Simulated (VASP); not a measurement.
# SnO2 (P2_12_12) in VASP: notebook, part 2 of 2

VASP 6.6.1.

## Step 4: Single point, PBEsol (atoms displaced along several vibrational modes)

File INCAR:

```
SYSTEM = SnO2
  PREC = Accurate
  ENCUT = 520
  EDIFF = 1E-7
  ISMEAR = 0
  SIGMA = 0.05
  LREAL = .FALSE.
  LASPH = .TRUE.
  NELM = 60
  ALGO = Normal
  ISIF = 2
  LWAVE = .FALSE.
  LCHARG = .TRUE.
  GGA = PS
  LELF = .TRUE.
  LVHAR = .TRUE.
  NBANDS = 35
```

File KPOINTS:

```
regular mesh
0
G
  6 6 8
  0 0 0
```

File POSCAR:

```
SnO2
1.0
    4.7687243422      0.0000000000      0.0000000000
    0.0000000000      4.7687243422      0.0000000000
    0.0000000000      0.0000000000      3.2113691866
Sn O
2 4
Direct
    0.0000000000      0.0000000000     -0.0167218395
    0.5000000000      0.5000000000      0.5167218395
    0.2176265853      0.3949695495      0.0095947071
    0.2823734147      0.8949695495      0.4904052929
    0.7823734147      0.6050304505      0.0095947071
    0.7176265853      0.1050304505      0.4904052929
```

Potentials or basis: VASP PAW PBE potentials, release 64 (Sn_d, O).

Run with:

```sh
cat potpaw_PBE.64/Sn_d/POTCAR potpaw_PBE.64/O/POTCAR > POTCAR
mpirun -np 1 vasp_std > vasp.out
```

OUTCAR:

```text
SYSTEM = SnO2
   PREC = Accurate
   ENCUT = 520
   EDIFF = 1E-7
   ISMEAR = 0
   LREAL = .FALSE.
   LASPH = .TRUE.
   NELM = 60
   ISIF = 2
   GGA = PS

 ion  position               nearest neighbor table
   1  0.000  0.000  0.983-   4 2.14   6 2.14   5 2.15   3 2.15   4 2.17   6 2.17   2 3.69   2 3.69
                             2 3.69   2 3.69
   2  0.500  0.500  0.517-   3 2.14   5 2.14   4 2.15   6 2.15   3 2.17   5 2.17   1 3.69   1 3.69
                             1 3.69   1 3.69
   3  0.218  0.395  0.010-   2 2.14   1 2.15   2 2.17
   4  0.282  0.895  0.490-   1 2.14   2 2.15   1 2.17
   5  0.782  0.605  0.010-   2 2.14   1 2.15   2 2.17
   6  0.718  0.105  0.490-   1 2.14   2 2.15   1 2.17

  LATTYP: Found a simple tetragonal cell.
 ALAT       =     4.7687243422
 C/A-ratio  =     0.6734231120

  Lattice vectors:

 A1 = (   4.7687243422,   0.0000000000,   0.0000000000)
 A2 = (   0.0000000000,   4.7687243422,   0.0000000000)
 A3 = (   0.0000000000,   0.0000000000,   3.2113691866)

Analysis of symmetry for initial positions (statically):
=====================================================================
 Subroutine PRICEL returns:
 Original cell was already a primitive cell.

 Routine SETGRP: Setting up the symmetry group for a
 simple tetragonal supercell.

 Subroutine GETGRP returns: Found  4 space group operations
 (whereof  2 operations were pure point group operations)
 out of a pool of 16 trial point group operations.

The static configuration has the point symmetry C_2 .
 The point group associated with its full space group is D_2 .

Analysis of symmetry for dynamics (positions and initial velocities):
=====================================================================
 Subroutine PRICEL returns:
 Original cell was already a primitive cell.

 Routine SETGRP: Setting up the symmetry group for a
 simple tetragonal supercell.

 Subroutine GETGRP returns: Found  4 space group operations
 (whereof  2 operations were pure point group operations)
 out of a pool of 16 trial point group operations.

The dynamic configuration has the point symmetry C_2 .
[... 131 lines left out ...]
  Thomas-Fermi vector in A             =   2.578157
   LORBIT       =      0    0 simple, 1 ext, 2 COOP (PROOUT), +10 PAW based schemes
   GGA     = PS    functional components
   LHFCALC =     F    Hartree Fock is set to
   AEXX    =    0.0000 exact exchange contribution
   IVDW    =     0    specifies the selected vdW correction
   LEPSILON=     F    determine dielectric tensor
   LRPA    =     F    only Hartree local field effects (RPA)
 non-spin polarized calculation
 Gauss-broadening in eV      SIGMA  =   0.05
  energy-cutoff  :      520.00
  volume of cell :       73.03
 maximum number of plane-waves:      1994
   NGX = 17   NGY = 17   NGZ = 11

 number of electron      52.0000046 magnetization

 Free energy of the ion-electron system (eV)
  ---------------------------------------------------
  ext. energy  EPLUGINS =         0.00000000
  ---------------------------------------------------
  free energy    TOTEN  =       -38.21032838 eV

  energy without entropy =      -38.21032838  energy(sigma->0) =      -38.21032838

 E-fermi :   6.4014     XC(G=0): -11.5681

 val. band max:        6.2104223558   @ k =   0.0000   0.5000   0.5000
 cond. band min:       6.5859036107   @ k =   0.0000   0.0000   0.0000
 fundamental gap:      0.3754812550
 Fermi energy:         6.4013572431

 k-point     1 :       0.0000    0.0000    0.0000
  band No.  band energies     occupation
      1     -14.9014      2.00000
      2     -14.3489      2.00000
      3     -14.2381      2.00000
      4     -14.1709      2.00000
      5     -14.1531      2.00000
      6     -14.1286      2.00000
[... 901 lines left out ...]
     34      16.4858      0.00000
     35      17.8997      0.00000

 [... further k-points ...]

------------------------ aborting loop because EDIFF is reached ----------------------------------------

  FORCE on cell =-STRESS in cart. coord.  units (eV):
  Direction    XX          YY          ZZ          XY          YZ          ZX
  --------------------------------------------------------------------------------------
  -------------------------------------------------------------------------------------
  Total       -2.6523347     -3.5656790     -5.1688876      0.0000000      0.0000000      0.0000000
  in kB      -58.1894471    -78.2272662   -113.3999851      0.0000000      0.0000000      0.0000000
  external PRESSURE =     -83.2722328 kB  Pullay stress =       0.0000000 kB

 VOLUME and BASIS-vectors are now :
 -----------------------------------------------------------------------------
  energy-cutoff  :      520.00
  volume of cell :       73.03
      direct lattice vectors                 reciprocal lattice vectors
     4.768724342  0.000000000  0.000000000     0.209699687  0.000000000  0.000000000
     0.000000000  4.768724342  0.000000000     0.000000000  0.209699687  0.000000000
     0.000000000  0.000000000  3.211369187     0.000000000  0.000000000  0.311393659

 POSITION                                       TOTAL-FORCE (eV/Angst)
 -----------------------------------------------------------------------------------
      0.00000      0.00000      3.15767         0.000000      0.000000      0.327522
      2.38436      2.38436      1.65938         0.000000      0.000000     -0.327522
      1.03780      1.88350      0.03081         2.113585     -0.797344     -0.095837
      1.34656      4.26786      1.57487        -2.113585     -0.797344      0.095837
      3.73092      2.88522      0.03081        -2.113585      0.797344     -0.095837
      3.42216      0.50086      1.57487         2.113585      0.797344      0.095837
 -----------------------------------------------------------------------------------
    total drift:                                0.000001     -0.000000     -0.000000

  FREE ENERGIE OF THE ION-ELECTRON SYSTEM (eV)
  ---------------------------------------------------
  free  energy   TOTEN  =       -38.2103283830 eV

  energy  without entropy=      -38.2103283828  energy(sigma->0) =      -38.21032838
```

Wall time 2.7 min (1 thread of Intel Xeon Platinum 8488C (Sapphire Rapids), shared host); peak memory 0.28 GiB.

What came out:

```yaml
Free_energy: -38.2103 eV
Pressure: -8.3 GPa
Largest_force: 2.261 eV/Å
Band_gap_on_the_k_mesh: 0.38 eV
```

Forces on the atoms (eV/Å):
```
Sn   0.000  0.000  0.328
Sn   0.000  0.000 -0.328
O    2.114 -0.797 -0.096
O   -2.114 -0.797  0.096
O   -2.114  0.797 -0.096
O    2.114  0.797  0.096
```

Caveat: the cell differs from its parent crystal (atoms displaced along several vibrational modes); the stress differs along the axes, from -11 to -6 GPa; semilocal functionals underestimate gaps, and a narrow one can read as zero; the PAW data sets were made with another functional, which shifts forces and pressure a little; spin-orbit coupling is left out, which moves the levels of the heavy elements.

## Step 5: Overview

```tsv
cell	gap on the mesh (eV)	pressure (GPa)	largest force (eV/Å)
as given, atomic positions A	0.98	-6.3	1.08
as given, atomic positions B	1.23	-3.0	0.44
as given, atomic positions C	0.38	-8.3	2.26
```

Alike in all rows: task single point; level PBEsol; potentials or basis VASP PAW PBE potentials, release 64 (Sn_d, O); no spin polarisation; k mesh 6 × 6 × 8; cutoff (eV) 520; smearing gaussian 0.05 eV.

Caveats: the PAW data sets were made with another functional, which shifts forces and pressure a little; spin-orbit coupling is left out, which moves the levels of the heavy elements; the cell stands under tension (at least some runs); the stress differs along the axes, from -11 to -6 GPa (at least some runs); semilocal functionals underestimate gaps, and a narrow one can read as zero (at least some runs).

Absolute energies hang on the potentials; compare differences alone.
